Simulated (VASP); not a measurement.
# Si6Ni3H in VASP: relaxation of the atoms with PBEsol

Aim: the relaxation of the atoms of Si6Ni3H with PBEsol.

All numbers are computed with VASP 6.6.1; they aren't measurements. Logs are shortened: lines on timing, memory, paths and dates and some standing lists are left out, and cuts for length are marked.

## 1. The cell of the first run

The cell holds a slab with vacuum, 10 atoms: a = 3.812 Å, b = 3.812 Å, c = 26.782 Å, α = 90.00°, β = 90.00°, γ = 120.00°.

## 2. Relaxation of the atoms, PBEsol

Input file INCAR:

```
PREC = Accurate
ENCUT = 520
EDIFF = 1E-7
ISMEAR = 0
SIGMA = 0.1
LREAL = F
LASPH = T
NELM = 120
ALGO = Normal
ISIF = 2
LWAVE = F
LCHARG = F
LDIPOL = T
IDIPOL = 3
DIPOL = 0.5 0.5 0.480
GGA = PS
IBRION = 2
NSW = 90
EDIFFG = -0.03
GGA_COMPAT = F
NELMIN = 4
NELMDL = -8
KPAR = 4
```

Input file KPOINTS:

```
Automatic mesh
0
Gamma
  9 9 1
```

Input file POSCAR:

```
Si6Ni3H
1.0
    3.8123023701      0.0000000000      0.0000000000
   -1.9061511851      3.3015506994      0.0000000000
    0.0000000000      0.0000000000     26.7818296266
Si Ni H
6 3 1
Selective dynamics
Direct
    0.0000000000      0.0000000000      0.3173793620  F F F
    0.3333333333      0.6666666667      0.3754921178  F F F
    0.6666666667      0.3333333333      0.4336048736  F F F
    0.0000000000      0.0000000000      0.4921738484  T T T
    0.3333333333      0.6666666667      0.5508695945  T T T
    0.6666666667      0.3333333333      0.6033679118  T T T
    0.6666666667      0.3333333333      0.3464357399  F F F
    0.3333333333      0.6666666667      0.4630421920  T T T
    0.0000000000      0.0000000000      0.5777833194  T T T
    0.8333333333      0.6666666667      0.6369727854  T T T
```

Potentials or basis: VASP PAW PBE potentials, release 64 (Si, Ni, H).

Command:

```console
$ cat potpaw_PBE.64/Si/POTCAR potpaw_PBE.64/Ni/POTCAR potpaw_PBE.64/H/POTCAR > POTCAR
$ mpirun -np 4 vasp_std > vasp.out
```

OUTCAR:

```text
PREC = Accurate
   ENCUT = 520
   EDIFF = 1E-7
   ISMEAR = 0
   LREAL = F
   LASPH = T
   NELM = 120
   ISIF = 2
   GGA = PS
   IBRION = 2
   NSW = 90
   EDIFFG = -0.03
   NELMIN = 4
   NELMDL = -8

 ion  position               nearest neighbor table
   1  0.000  0.000  0.317-   7 2.33   7 2.33   7 2.33   2 2.70   2 2.70   2 2.70
   2  0.333  0.667  0.375-   7 2.33   7 2.33   7 2.33   8 2.34   3 2.70   3 2.70   1 2.70   1 2.70
                             1 2.70   3 2.70
   3  0.667  0.333  0.434-   7 2.33   8 2.34   8 2.34   8 2.34   2 2.70   2 2.70   2 2.70   4 2.70
                             4 2.70   4 2.70
   4  0.000  0.000  0.492-   9 2.29   8 2.34   8 2.34   8 2.34   3 2.70   3 2.70   3 2.70   5 2.70
                             5 2.70   5 2.70
   5  0.333  0.667  0.551-   9 2.32   9 2.32   9 2.32   8 2.35   6 2.61   6 2.61   6 2.61   4 2.70
                             4 2.70   4 2.70
   6  0.667  0.333  0.603-  10 1.42   9 2.31   9 2.31   9 2.31   5 2.61   5 2.61   5 2.61
   7  0.667  0.333  0.346-   3 2.33   2 2.33   2 2.33   1 2.33   1 2.33   1 2.33   2 2.33
   8  0.333  0.667  0.463-   4 2.34   4 2.34   4 2.34   3 2.34   3 2.34   3 2.34   2 2.34   5 2.35

   9  0.000  0.000  0.578-  10 1.93   4 2.29   6 2.31   6 2.31   6 2.31   5 2.32   5 2.32   5 2.32

  10  0.833  0.667  0.637-   6 1.42   9 1.93

  LATTYP: Found a hexagonal cell.
 ALAT       =     3.8123023701
 C/A-ratio  =     7.0251063600

  Lattice vectors:

 A1 = (   3.8123023701,   0.0000000000,   0.0000000000)
 A2 = (  -1.9061511851,   3.3015506994,   0.0000000000)
 A3 = (   0.0000000000,   0.0000000000,  26.7818296266)

Analysis of symmetry for initial positions (statically):
=====================================================================
 Subroutine PRICEL returns:
 Original cell was already a primitive cell.

 Routine SETGRP: Setting up the symmetry group for a
 hexagonal supercell.

 Subroutine GETGRP returns: Found  2 space group operations
 (whereof  2 operations were pure point group operations)
 out of a pool of 24 trial point group operations.

The static configuration has the point symmetry C_1h.

Analysis of symmetry for dynamics (positions and initial velocities):
=====================================================================
 Subroutine PRICEL returns:
 Original cell was already a primitive cell.

 Routine SETGRP: Setting up the symmetry group for a
 hexagonal supercell.

 Subroutine GETGRP returns: Found  2 space group operations
 (whereof  2 operations were pure point group operations)
 out of a pool of 24 trial point group operations.

The dynamic configuration has the point symmetry C_1h.

Analysis of constrained symmetry for selective dynamics:
=====================================================================
 Subroutine PRICEL returns:
 Original cell was already a primitive cell.

 Routine SETGRP: Setting up the symmetry group for a
 hexagonal supercell.

 Subroutine GETGRP returns: Found  2 space group operations
 (whereof  2 operations were pure point group operations)
 out of a pool of 24 trial point group operations.

The constrained configuration has the point symmetry C_1h.

 Subroutine INISYM returns: Found  2 space group operations
 (whereof  2 operations are pure point group operations),
 and found     1 'primitive' translations

----------------------------------------------------------------------------------------

                                     Primitive cell

  volume of cell :     337.0898

  direct lattice vectors                    reciprocal lattice vectors
     3.812302370  0.000000000  0.000000000     0.262308679  0.151443987  0.000000000
    -1.906151185  3.301550699  0.000000000     0.000000000  0.302887973  0.000000000
     0.000000000  0.000000000 26.781829627     0.000000000  0.000000000  0.037338748

  length of vectors
     3.812302370  3.812302370 26.781829627     0.302887973  0.302887973  0.037338748

  position of ions in fractional coordinates (direct lattice)
[... 87 lines left out ...]
   ICHARG =      2    charge: 1-file 2-atom 10-const
   ISPIN  =      1    spin polarized calculation?
   LNONCOLLINEAR =      F non collinear calculations
   LSORBIT =      F    spin-orbit coupling
   LASPH  =      T    aspherical Exc in radial PAW
   ENCUT  =  520.0 eV  38.22 Ry    6.18 a.u.   7.09  7.09 49.80*2*pi/ulx,y,z
   NELM   =    120;   NELMIN=  4; NELMDL= -8     # of ELM steps
   EDIFF  = 0.1E-06   stopping-criterion for ELM
   LREAL  =      F    real-space projection
   EDIFFG = -.3E-01   stopping-criterion for IOM
   NSW    =     90    number of steps for IOM
   IBRION =      2    ionic relax: 0-MD 1-quasi-New 2-CG
   NFREE  =      1    steps in history (QN), initial steepest desc. (CG)
   ISIF   =      2    stress and relaxation
   ISYM   =      2    0-nonsym 1-usesym 2-fastsym
   POTIM  = 0.5000    time-step for ionic-motion
   TEBEG  =    0.0;   TEEND  =   0.0 temperature during run
   PSTRESS=    0.0 pullay stress
   NELECT =      55.0000    total number of electrons
   NUPDOWN=      -1.0000    fix difference up-down
   EMIN   =  10.00;   EMAX   =-10.00  energy-range for DOS
   EFERMI =   0.00;   METHOD = LEGACY
   ISMEAR =     0;   SIGMA  =   0.10  broadening in eV -4-tet -1-fermi 0-gaus
   EFERMI_NEDOS =   21; number of points for ismear=-14 and -15
   IALGO  =     38    algorithm
   IMIX   =      4    mixing-type and parameters
     AMIX     =   0.40;   BMIX     =  1.00
     AMIX_MAG =   1.60;   BMIX_MAG =  1.00
  volume/ion in A,a.u.               =      33.71       227.48
  Fermi-wavevector in a.u.,A,eV,Ry     =   0.894569  1.690490 10.888114  0.800254
  Thomas-Fermi vector in A             =   2.016791
   LORBIT       =      0    0 simple, 1 ext, 2 COOP (PROOUT), +10 PAW based schemes
   GGA     = PS    functional components
   LHFCALC =     F    Hartree Fock is set to
   AEXX    =    0.0000 exact exchange contribution
   IVDW    =     0    specifies the selected vdW correction
   LEPSILON=     F    determine dielectric tensor
   LRPA    =     F    only Hartree local field effects (RPA)
 conjugate gradient relaxation of ions
 non-spin polarized calculation
 Gauss-broadening in eV      SIGMA  =   0.10
  energy-cutoff  :      520.00
  volume of cell :      337.09
 maximum number of plane-waves:      9099
   NGX = 15   NGY = 15   NGZ = 99

--------------------------------------- Ionic step        1  -------------------------------------------

 number of electron      55.0000003 magnetization

 Free energy of the ion-electron system (eV)
  ---------------------------------------------------
  ext. energy  EPLUGINS =         0.00000000
  ---------------------------------------------------
  free energy    TOTEN  =       -57.96313566 eV

  energy without entropy =      -57.94242679  energy(sigma->0) =      -57.95278123

------------------------ aborting loop because EDIFF is reached ----------------------------------------

  FORCE on cell =-STRESS in cart. coord.  units (eV):
  Direction    XX          YY          ZZ          XY          YZ          ZX
  --------------------------------------------------------------------------------------
  -------------------------------------------------------------------------------------
  Total       -3.5248314      1.0058091      0.1631044     -0.0000000      1.2263452     -0.0000000
  in kB      -16.7534160      4.7805800      0.7752303     -0.0000000      5.8287812     -0.0000000
  external PRESSURE =      -3.7325352 kB  Pullay stress =       0.0000000 kB
[... 113 lines left out ...]
  FREE ENERGIE OF THE ION-ELECTRON SYSTEM (eV)
  ---------------------------------------------------
  free  energy   TOTEN  =       -58.0974725118 eV

  energy  without entropy=      -58.0762601292  energy(sigma->0) =      -58.08686632

 dipolmoment           0.000000      0.000000     -0.005114 electrons x Angstroem

[... ionic steps 4 to 58 ...]

--------------------------------------- Ionic step       59  -------------------------------------------

 number of electron      55.0000003 magnetization

------------------------ aborting loop because EDIFF is reached ----------------------------------------
[... 41 lines left out ...]
 number of electron      55.0000002 magnetization

------------------------ aborting loop because EDIFF is reached ----------------------------------------

 vacuum level on the upper side and lower side of the slab       (xc-potential included)        -0.017        -0.125

  FORCE on cell =-STRESS in cart. coord.  units (eV):
  Direction    XX          YY          ZZ          XY          YZ          ZX
  --------------------------------------------------------------------------------------
  -------------------------------------------------------------------------------------
  Total       -3.3381988     -3.2709077     -1.5775312      0.0000000     -0.0230236      0.0000000
  in kB      -15.8663571    -15.5465246     -7.4979577      0.0000000     -0.1094304      0.0000000
  external PRESSURE =     -12.9702798 kB  Pullay stress =       0.0000000 kB
[... 31 lines left out ...]
--------------------------------------- Ionic step       61  -------------------------------------------

 number of electron      55.0000002 magnetization

 dipolmoment           0.000000      0.000000      0.006593 electrons x Angstroem

 Free energy of the ion-electron system (eV)
  ---------------------------------------------------
  ext. energy  EPLUGINS =         0.00000000
  ---------------------------------------------------
  free energy    TOTEN  =       -58.47283310 eV

  energy without entropy =      -58.45071342  energy(sigma->0) =      -58.46177326

 E-fermi :   0.5877     XC(G=0):  -4.8846

 val. band max:        0.5870099954   @ k =   0.4444   0.3333   0.0000
 cond. band min:       0.5954989332   @ k =  -0.1111   0.3333   0.0000
 fundamental gap:      0.0084889377
 Fermi energy:         0.5877181825

 k-point     1 :       0.0000    0.0000    0.0000
  band No.  band energies     occupation
      1     -12.7422      2.00000
      2     -11.6981      2.00000
      3     -10.3217      2.00000
      4      -7.8742      2.00000
      5      -6.1346      2.00000
      6      -4.5740      2.00000
[... 853 lines left out ...]
     32       3.1201      0.00000
     33       3.7453      0.00000

 [... further k-points ...]

------------------------ aborting loop because EDIFF is reached ----------------------------------------

 vacuum level on the upper side and lower side of the slab       (xc-potential included)         0.038        -0.061

  FORCE on cell =-STRESS in cart. coord.  units (eV):
  Direction    XX          YY          ZZ          XY          YZ          ZX
  --------------------------------------------------------------------------------------
  -------------------------------------------------------------------------------------
  Total       -3.3100809     -3.2548854     -1.5770630      0.0000000     -0.0207311      0.0000000
  in kB      -15.7327137    -15.4703709     -7.4957325      0.0000000     -0.0985344      0.0000000
  external PRESSURE =     -12.8996057 kB  Pullay stress =       0.0000000 kB
[... 25 lines left out ...]
  FREE ENERGIE OF THE ION-ELECTRON SYSTEM (eV)
  ---------------------------------------------------
  free  energy   TOTEN  =       -58.4728331042 eV

  energy  without entropy=      -58.4507134174  energy(sigma->0) =      -58.46177326

 reached required accuracy - stopping structural energy minimisation

 vacuum level on the upper side and lower side of the slab         5.235         5.133
```

It took 88 min on 4 MPI ranks of Intel Xeon Platinum 8488C (Sapphire Rapids), shared host; peak memory 0.58 GiB.

Results:

* Free energy: -58.4728 eV
* Energy gained by relaxing: 51.0 meV/atom
* Ionic steps: 61
* Band gap on the k mesh: zero (an odd number of electrons rules out a gap without spin polarisation)

The path:
| step | energy change (eV) | largest force on free atoms (eV/Å) | pressure (GPa) |
| --- | --- | --- | --- |
| 1 | 0.0000 | 2.2712 | -0.37 |
| 3 | -0.1343 | 0.3628 | -0.67 |
| 5 | -0.1496 | 0.1774 | -0.74 |
| 7 | -0.1523 | 0.0551 | -0.78 |
| 9 | -0.1529 | 0.0578 | -0.83 |
| 11 | -0.1533 | 0.0383 | -0.86 |
| 13 | -0.1535 | 0.0479 | -0.88 |
| 15 | -0.1542 | 0.0753 | -0.96 |
| 17 | -0.1546 | 0.0604 | -0.96 |
| 19 | -0.1565 | 0.0925 | -1.06 |
| 21 | -0.1568 | 0.1507 | -1.11 |
| 23 | -0.1580 | 0.1823 | -1.15 |
| 25 | -0.1649 | 0.3270 | -1.29 |
| 27 | -0.1993 | 0.7779 | -1.92 |
| 29 | -0.1996 | 0.7985 | -1.97 |
| 31 | -0.2006 | 0.8082 | -2.00 |
| 33 | -0.2022 | 0.8457 | -2.14 |
| 35 | -0.2096 | 0.8297 | -2.18 |
| 37 | -0.2389 | 0.7864 | -2.33 |
| 39 | -0.2334 | 1.1607 | -3.01 |
| 41 | -0.2838 | 0.7038 | -2.62 |
| 43 | -0.3128 | 0.6052 | -2.49 |
| 45 | -0.3606 | 0.4517 | -2.38 |
| 47 | -0.4115 | 0.4573 | -2.08 |
| 49 | -0.3984 | 1.1165 | -1.39 |
| 51 | -0.4897 | 0.5366 | -1.56 |
| 53 | -0.5022 | 0.2348 | -1.45 |
| 55 | -0.5078 | 0.0793 | -1.38 |
| 57 | -0.5091 | 0.0718 | -1.32 |
| 59 | -0.5093 | 0.0872 | -1.29 |
| 61 | -0.5097 | 0.0271 | -1.29 |

Final structure:
```
Si Ni H
1.0
     3.81230    0.00000    0.00000
    -1.90615    3.30155    0.00000
     0.00000    0.00000   26.78183
Si Ni H
6 3 1
Cartesian
  0.0000 0.0000 8.5000
  0.0000 2.2010 10.0564
  1.9062 1.1005 11.6127
  0.0000 0.0020 13.1432
  0.0000 2.2122 14.8290
  1.9062 1.1091 16.2363
  1.9062 1.1005 9.2782
  0.0000 2.2018 12.3793
  0.0000 0.0109 15.3792
  1.9062 1.1148 17.7443
```

Caveat: the PAW data sets were made with another functional, which shifts forces and pressure a little; an odd number of electrons without spin polarisation forces a metal; a magnetic or distorted state may lie lower.
